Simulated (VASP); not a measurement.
Wanted: the native input for a VASP 6.6.1 run.

- Task: single point
- Functional: r2SCAN
- Potentials or basis: VASP PAW PBE potentials, release 64 (Te)
- Cutoff: 550 eV
- k mesh: 6 × 6 × 4
- Occupations: gaussian, width 0.01 eV
- Spin: no spin polarisation
- Dipole correction: no
- Further INCAR settings: ALGO = Normal; EDIFF = 1e-06; NBANDS = 16

Te:

```xyz
3
Lattice="4.4713 0.0000 0.0000 -2.2356 3.8722 0.0000 0.0000 0.0000 5.9487" Properties=species:S:1:pos:R:3 pbc="T T T"
Te    1.1813    0.0000    1.9829
Te   -0.5906    1.0230    3.9658
Te    1.6450    2.8492    0.0000
```

The input as run:

POSCAR

```
Te
1.0
    4.4712577151      0.0000000000      0.0000000000
   -2.2356288575      3.8722227681      0.0000000000
    0.0000000000      0.0000000000      5.9487470219
Te
3
Direct
    0.2641920680      0.0000000000      0.3333333333
    0.0000000000      0.2641920680      0.6666666667
    0.7358079320      0.7358079320      0.0000000000
```

INCAR.step1

```
ALGO = Normal
EDIFF = 1E-5
ENCUT = 550
GGA = PE
GGA_COMPAT = F
ISMEAR = 0
LASPH = T
LCHARG = F
LREAL = F
LWAVE = T
NBANDS = 16
NELM = 120
PREC = Accurate
SIGMA = 0.01
```

INCAR.step2

```
ALGO = Normal
EDIFF = 1E-6
ENCUT = 550
GGA_COMPAT = F
ISIF = 2
ISMEAR = 0
ISTART = 1
LASPH = T
LCHARG = F
LMIXTAU = T
LREAL = F
LWAVE = F
METAGGA = R2SCAN
NBANDS = 16
NELM = 120
PREC = Accurate
SIGMA = 0.01
```

KPOINTS

```
k-points
0
Gamma
  6 6 4
```

Potentials or basis: VASP PAW PBE potentials, release 64 (Te).

Run with:

```sh
$ cat potpaw_PBE.64/Te/POTCAR > POTCAR
$ cp INCAR.step1 INCAR
$ mpirun -np 1 vasp_std > vasp.out
$ cp INCAR.step2 INCAR
$ mpirun -np 1 vasp_std > vasp.out
```

Results of the run:

```yaml
Pressure: 0.9 GPa
Band_gap_on_the_k_mesh: 0.33 eV, direct
```

Caveat: the PAW data sets were made with another functional, which shifts forces and pressure a little; spin-orbit coupling is left out, which moves the levels of the heavy elements.

Run time: 7.5 min on 1 thread of AMD EPYC 7R13 (shared host), peak memory 0.24 GiB.
